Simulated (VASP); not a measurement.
# AgAs in VASP: notebook

The runs below take AgAs through single point, with PBE.

Program: VASP 6.6.1. These are calculated values, not measurements. Logs are shortened: lines on timing, memory, paths and dates and some standing lists are left out, and cuts for length are marked.

## (1) The cell of the first run

The structure is monoclinic, space group Pm (No. 6). Conventional cell: a = 2.899 Å, b = 4.711 Å, c = 5.011 Å, α = 90.00°, β = 91.22°, γ = 90.00°. Ag (site symmetry m) has 8 As at 2.85 to 2.93 Å and 4 Ag at 2.89 to 2.90 Å within 3.8 Å. Ag (site symmetry m) has 8 As at 2.82 to 2.92 Å and 4 Ag at 2.89 to 2.90 Å within 3.7 Å. Within 3.7 Å of As (site symmetry m) lie 8 Ag at 2.82 to 2.92 Å and 4 As at 2.88 to 2.90 Å. As (site symmetry m) has 8 Ag at 2.85 to 2.93 Å and 4 As at 2.88 to 2.90 Å within 3.8 Å.

## (2) Single point, PBE (strained and its atoms moved)

Contents of INCAR:

```
SYSTEM = AgAs
PREC = Accurate
ENCUT = 520
EDIFF = 1E-6
ISMEAR = 0
SIGMA = 0.1
LREAL = .FALSE.
LASPH = .TRUE.
NELM = 100
ALGO = Normal
ISIF = 2
LWAVE = .FALSE.
LCHARG = .TRUE.
GGA = PE
LELF = .TRUE.
LVHAR = .TRUE.
NBANDS = 24
```

Contents of KPOINTS:

```
Automatic mesh
0
G
  8 12 8
  0 0 0
```

Contents of POSCAR:

```
AgAs
1.0
    4.7112157283      0.0000000000      0.0000000000
    0.0000000000      2.8987604704     -0.0307922056
    0.0000000000     -0.0537960696      5.0107935213
Ag As
2 2
Direct
    0.2500000000      0.0090565743      0.8341914173
    0.7500000000      0.0040047017      0.1694847831
    0.7500000000      0.4852370532      0.6637316002
    0.2500000000      0.5017016708      0.3325921994
```

Potentials or basis: VASP PAW PBE potentials, release 64 (Ag, As).

On the command line:

```sh
$ cat potpaw_PBE.64/Ag/POTCAR potpaw_PBE.64/As/POTCAR > POTCAR
$ mpirun -np 1 vasp_std > vasp.out
```

OUTCAR:

```text
SYSTEM = AgAs
   PREC = Accurate
   ENCUT = 520
   EDIFF = 1E-6
   ISMEAR = 0
   LREAL = .FALSE.
   LASPH = .TRUE.
   NELM = 100
   ISIF = 2
   GGA = PE

 ion  position               nearest neighbor table
   1  0.250  0.009  0.834-   4 2.85   3 2.87   3 2.87   4 2.89   2 2.89   2 2.89   4 2.92   3 2.92
                             3 2.92   4 2.93
   2  0.750  0.004  0.169-   3 2.82   4 2.87   4 2.87   1 2.89   1 2.89   4 2.90   4 2.90   3 2.92
                             3 2.92   3 2.92
   3  0.750  0.485  0.664-   2 2.82   1 2.87   1 2.87   4 2.88   4 2.88   2 2.92   2 2.92   1 2.92
                             1 2.92   2 2.92
   4  0.250  0.502  0.333-   1 2.85   2 2.87   2 2.87   3 2.88   3 2.88   1 2.89   2 2.90   2 2.90
                             1 2.92   1 2.93

  LATTYP: Found a simple monoclinic cell.
 ALAT       =     2.8989240115
 B/A-ratio  =     1.6251601317
 C/A-ratio  =     1.7286007744
 COS(beta)  =    -0.0213561446

  Lattice vectors:

 A1 = (   0.0000000000,   2.8987604704,  -0.0307922056)
 A2 = (  -4.7112157283,   0.0000000000,   0.0000000000)
 A3 = (   0.0000000000,  -0.0537960696,   5.0107935213)

Analysis of symmetry for initial positions (statically):
=====================================================================
 Subroutine PRICEL returns:
 Original cell was already a primitive cell.

 Routine SETGRP: Setting up the symmetry group for a
 simple monoclinic supercell.

 Subroutine GETGRP returns: Found  2 space group operations
 (whereof  1 operations were pure point group operations)
 out of a pool of  4 trial point group operations.

The static configuration has the point symmetry C_1 .
 The point group associated with its full space group is C_1h.

Analysis of symmetry for dynamics (positions and initial velocities):
=====================================================================
 Subroutine PRICEL returns:
 Original cell was already a primitive cell.

 Routine SETGRP: Setting up the symmetry group for a
 simple monoclinic supercell.

 Subroutine GETGRP returns: Found  2 space group operations
 (whereof  1 operations were pure point group operations)
 out of a pool of  4 trial point group operations.

The dynamic configuration has the point symmetry C_1 .
 The point group associated with its full space group is C_1h.

 Subroutine INISYM returns: Found  2 space group operations
 (whereof  1 operations are pure point group operations),
 and found     1 'primitive' translations

----------------------------------------------------------------------------------------

                                     Primitive cell

  volume of cell :      68.4230

  direct lattice vectors                    reciprocal lattice vectors
     4.711215728  0.000000000  0.000000000     0.212259437  0.000000000  0.000000000
     0.000000000  2.898760470 -0.030792206     0.000000000  0.345014384  0.003704088
     0.000000000 -0.053796070  5.010793521     0.000000000  0.002120174  0.199591951

  length of vectors
     4.711215728  2.898924012  5.011082291     0.212259437  0.345034267  0.199603212

  position of ions in fractional coordinates (direct lattice)
     0.250000000  0.009056574  0.834191417
     0.750000000  0.004004702  0.169484783
     0.750000000  0.485237053  0.663731600
     0.250000000  0.501701671  0.332592199

  ion indices of the primitive-cell ions
   primitive index   ion index
                 1           1
                 2           2
                 3           3
                 4           4

----------------------------------------------------------------------------------------

 KPOINTS: Automatic mesh

Automatic generation of k-mesh.
 Grid dimensions read from file:
 generate k-points for:    8   12    8

 Generating k-lattice:

  Cartesian coordinates                     Fractional coordinates (reciprocal lattice)
     0.026532430  0.000000000  0.000000000     0.125000000  0.000000000  0.000000000
     0.000000000  0.028751199  0.000308674     0.000000000  0.083333333 -0.000000000
     0.000000000  0.000265022  0.024948994     0.000000000  0.000000000  0.125000000

  Length of vectors
     0.026532430  0.028752856  0.024950401

  Shift w.r.t. Gamma in fractional coordinates (k-lattice)
     0.000000000  0.000000000  0.000000000

 Subroutine IBZKPT returns following result:
 ===========================================

 Found    250 irreducible k-points:

 Following reciprocal coordinates:
            Coordinates               Weight
  0.000000  0.000000  0.000000      1.000000
  0.125000  0.000000  0.000000      2.000000
  0.250000  0.000000  0.000000      2.000000
  0.375000  0.000000  0.000000      2.000000
  0.500000  0.000000  0.000000      1.000000
  0.000000  0.083333 -0.000000      2.000000
[... 16 lines left out ...]
  0.250000  0.333333  0.000000      4.000000
  0.375000  0.333333  0.000000      4.000000
 [... further k-points ...]
   k-points           NKPTS =    250   k-points in BZ     NKDIM =    250   number of bands    NBANDS=     24
   number of dos      NEDOS =    301   number of ions     NIONS =      4
   total plane-waves  NPLWV =  34560
   dimension x,y,z NGX =    36 NGY =   24 NGZ =   40
   dimension x,y,z NGXF=    72 NGYF=   48 NGZF=   80
   ions per type =               2   2
   NGX,Y,Z   is equivalent  to a cutoff of  12.70, 13.76, 13.27 a.u.
   NGXF,Y,Z  is equivalent  to a cutoff of  25.41, 27.53, 26.54 a.u.
 SYSTEM =  AgAs
   PREC   = accura    normal or accurate (medium, high low for compatibility)
   ISTART =      0    job   : 0-new  1-cont  2-samecut
   ICHARG =      2    charge: 1-file 2-atom 10-const
   ISPIN  =      1    spin polarized calculation?
   LNONCOLLINEAR =      F non collinear calculations
   LSORBIT =      F    spin-orbit coupling
   LASPH  =      T    aspherical Exc in radial PAW
   ENCUT  =  520.0 eV  38.22 Ry    6.18 a.u.   8.76  5.39  9.32*2*pi/ulx,y,z
   NELM   =    100;   NELMIN=  2; NELMDL= -5     # of ELM steps
   EDIFF  = 0.1E-05   stopping-criterion for ELM
   LREAL  =      F    real-space projection
   EDIFFG = 0.1E-04   stopping-criterion for IOM
   NSW    =      0    number of steps for IOM
   IBRION =     -1    ionic relax: 0-MD 1-quasi-New 2-CG
   NFREE  =      0    steps in history (QN), initial steepest desc. (CG)
   ISIF   =      2    stress and relaxation
   ISYM   =      2    0-nonsym 1-usesym 2-fastsym
   POTIM  = 0.5000    time-step for ionic-motion
   TEBEG  =    0.0;   TEEND  =   0.0 temperature during run
   PSTRESS=    0.0 pullay stress
   NELECT =      32.0000    total number of electrons
   NUPDOWN=      -1.0000    fix difference up-down
   EMIN   =  10.00;   EMAX   =-10.00  energy-range for DOS
   EFERMI =   0.00;   METHOD = LEGACY
   ISMEAR =     0;   SIGMA  =   0.10  broadening in eV -4-tet -1-fermi 0-gaus
   EFERMI_NEDOS =   21; number of points for ismear=-14 and -15
   IALGO  =     38    algorithm
   IMIX   =      4    mixing-type and parameters
     AMIX     =   0.40;   BMIX     =  1.00
     AMIX_MAG =   1.60;   BMIX_MAG =  1.00
  volume/ion in A,a.u.               =      17.11       115.44
  Fermi-wavevector in a.u.,A,eV,Ry     =   1.270742  2.401354 21.970488  1.614785
  Thomas-Fermi vector in A             =   2.403713
   LORBIT       =      0    0 simple, 1 ext, 2 COOP (PROOUT), +10 PAW based schemes
   GGA     = PE    functional components
   LHFCALC =     F    Hartree Fock is set to
   AEXX    =    0.0000 exact exchange contribution
   IVDW    =     0    specifies the selected vdW correction
   LEPSILON=     F    determine dielectric tensor
   LRPA    =     F    only Hartree local field effects (RPA)
 non-spin polarized calculation
 Gauss-broadening in eV      SIGMA  =   0.10
  energy-cutoff  :      520.00
  volume of cell :       68.42
 maximum number of plane-waves:      1866
 NGX is ok and might be reduce to    36
   NGX = 17   NGY = 11   NGZ = 19

 number of electron      32.0000007 magnetization

 Free energy of the ion-electron system (eV)
  ---------------------------------------------------
  ext. energy  EPLUGINS =         0.00000000
  ---------------------------------------------------
  free energy    TOTEN  =       -13.64010954 eV

  energy without entropy =      -13.63125184  energy(sigma->0) =      -13.63568069

 E-fermi :   8.4564     XC(G=0): -11.7159

 val. band max:        8.4519675149   @ k =   0.2500   0.1667   0.2500
 cond. band min:       8.4803702327   @ k =   0.2500  -0.3333   0.3750
 fundamental gap:      0.0284027178
 Fermi energy:         8.4563700642

 k-point     1 :       0.0000    0.0000    0.0000
  band No.  band energies     occupation
      1      -5.6731      2.00000
      2      -2.9490      2.00000
      3       2.0917      2.00000
      4       2.1301      2.00000
      5       2.4129      2.00000
      6       2.4906      2.00000
[... 16 lines left out ...]
     23      19.8350      0.00000
     24      19.8619      0.00000

 k-point     2 :       0.1250    0.0000    0.0000
  band No.  band energies     occupation
      1      -5.5847      2.00000
      2      -3.0557      2.00000
      3       2.0108      2.00000
      4       2.1433      2.00000
      5       2.4595      2.00000
      6       2.5074      2.00000
[... 16 lines left out ...]
     23      19.4664      0.00000
     24      19.6975      0.00000

 k-point     3 :       0.2500    0.0000    0.0000
  band No.  band energies     occupation
      1      -5.3260      2.00000
      2      -3.3722      2.00000
      3       1.8728      2.00000
      4       2.1649      2.00000
      5       2.5078      2.00000
      6       2.6050      2.00000
[... 16 lines left out ...]
     23      18.3428      0.00000
     24      18.8657      0.00000
[... 514 lines left out ...]
 k-point    23 :       0.2500    0.3333    0.0000
  band No.  band energies     occupation
      1      -3.6920      2.00000
      2      -1.8423      2.00000
      3       1.9212      2.00000
      4       2.0685      2.00000
      5       2.2970      2.00000
      6       2.3809      2.00000
[... 16 lines left out ...]
     23      15.4329      0.00000
     24      16.1435      0.00000

 k-point    24 :       0.3750    0.3333    0.0000
  band No.  band energies     occupation
      1      -3.3309      2.00000
      2      -2.3473      2.00000
      3       1.9423      2.00000
      4       2.1588      2.00000
      5       2.2862      2.00000
      6       2.5381      2.00000
[... 16 lines left out ...]
     23      15.2019      0.00000
     24      15.8444      0.00000

 [... further k-points ...]
[... 5 lines left out ...]
  --------------------------------------------------------------------------------------
  -------------------------------------------------------------------------------------
  Total        5.3896147      3.9464533      4.8151705      0.0000000      0.1492647      0.0000000
  in kB      126.2019327     92.4092094    112.7508833      0.0000000      3.4951472      0.0000000
  external PRESSURE =     110.4540085 kB  Pullay stress =       0.0000000 kB

 VOLUME and BASIS-vectors are now :
 -----------------------------------------------------------------------------
  energy-cutoff  :      520.00
  volume of cell :       68.42
      direct lattice vectors                 reciprocal lattice vectors
     4.711215728  0.000000000  0.000000000     0.212259437  0.000000000  0.000000000
     0.000000000  2.898760470 -0.030792206     0.000000000  0.345014384  0.003704088
     0.000000000 -0.053796070  5.010793521     0.000000000  0.002120174  0.199591951

 POSITION                                       TOTAL-FORCE (eV/Angst)
 -----------------------------------------------------------------------------------
      1.17780     -0.01862      4.17968         0.000000     -0.045542      0.105714
      3.53341      0.00249      0.84913         0.000000     -0.028206     -0.227515
      3.53341      1.37088      3.31088         0.000000      0.087866      0.221753
      1.17780      1.43642      1.65110         0.000000     -0.014118     -0.099952
 -----------------------------------------------------------------------------------
    total drift:                                0.000000     -0.000025     -0.000108

  FREE ENERGIE OF THE ION-ELECTRON SYSTEM (eV)
  ---------------------------------------------------
  free  energy   TOTEN  =       -13.6401095358 eV

  energy  without entropy=      -13.6312518407  energy(sigma->0) =      -13.63568069
```

Run time: 2.5 min. Hardware: 1 thread of AMD EPYC 9R45 (Zen 5), shared host; peak memory 0.43 GiB.

What came out:

```
Free energy            : -13.6401 eV
Pressure               : 11.0 GPa
Largest force          : 0.239 eV/Å
Band gap on the k mesh : zero (band 16 reaches 10.49 eV, above the bottom of band 17 at 7.25 eV)
```

Forces in eV/Å, atoms in the order of the input:
```
Ag   0.000 -0.046  0.106
Ag   0.000 -0.028 -0.228
As   0.000  0.088  0.222
As   0.000 -0.014 -0.100
```

Caveat: the cell differs from its parent crystal (strained and its atoms moved).

## (3) Single point, PBE (strained)

Contents of INCAR:

```
PREC = Accurate
ENCUT = 520
EDIFF = 1E-7
ISMEAR = 0
SIGMA = 0.1
LREAL = F
LASPH = T
NELM = 100
ALGO = Normal
ISIF = 2
LWAVE = F
LCHARG = T
GGA = PE
LELF = T
LVHAR = T
NBANDS = 24
```

Contents of KPOINTS:

```
regular mesh
0
Gamma
  8 14 8
```

Contents of POSCAR:

```
AgAs
1.0
    5.0029120924      0.0000000000      0.0000000000
    0.0000000000      2.9058663641      0.0000000000
    0.0000000000      0.0000000000      4.8203347441
Ag As
2 2
Direct
    0.2500000000      0.0000000000      0.9014026494
    0.7500000000      0.0000000000      0.0985973506
    0.7500000000      0.5000000000      0.6827550888
    0.2500000000      0.5000000000      0.3172449112
```

Potentials or basis: VASP PAW PBE potentials, release 64 (Ag, As).

On the command line:

```sh
$ cat potpaw_PBE.64/Ag/POTCAR potpaw_PBE.64/As/POTCAR > POTCAR
$ mpirun -np 1 vasp_std > vasp.out
```

Wall time 2.2 min (1 thread of AMD EPYC 9R45 (Zen 5), shared host); peak memory 0.37 GiB.

The run converged. Its results:

```
Free energy            : -12.8264 eV
Pressure               : 17.3 GPa
Largest force          : 2.622 eV/Å
Band gap on the k mesh : zero (band 16 reaches 9.53 eV, above the bottom of band 17 at 6.90 eV)
```

Forces on the atoms (eV/Å):
```
Ag   0.000  0.000 -2.622
Ag   0.000  0.000  2.622
As   0.000  0.000 -2.547
As   0.000  0.000  2.547
```

Stress tensor (GPa, compression positive):
```
12.07  0.00  0.00
 0.00 17.63  0.00
 0.00  0.00 22.34
```

Levels at points of the mesh, in eV from the Fermi level:
| k point | band 14 | band 15 | band 16 | band 17 | band 18 | band 19 |
| --- | --- | --- | --- | --- | --- | --- |
| (0.00, 0.00, 0.00) | -4.11 | -2.36 | 0.82 | 1.16 | 1.37 | 2.84 |
| (0.50, 0.00, 0.00) | -4.02 | -2.23 | -2.23 | 3.36 | 3.36 | 3.84 |
| (0.00, 0.50, 0.00) | -1.61 | -0.98 | -0.67 | 1.84 | 1.87 | 2.51 |
| (0.50, 0.50, 0.00) | -3.02 | -0.38 | -0.38 | 0.74 | 0.74 | 3.15 |
| (0.00, 0.00, 0.50) | -2.87 | -2.05 | -1.32 | 4.01 | 4.05 | 4.33 |
| (0.50, 0.00, 0.50) | -4.04 | 0.81 | 0.81 | 4.38 | 4.38 | 4.43 |
| (0.00, 0.50, 0.50) | -3.26 | -2.15 | -1.57 | -1.23 | 1.75 | 2.21 |
| (0.50, 0.50, 0.50) | -3.72 | -3.15 | -3.15 | 0.80 | 0.80 | 2.41 |

Caveat: the cell differs from its parent crystal (strained); forces of over 1 eV/Å act on the atoms, so gaps and moduli don't describe the material at rest.
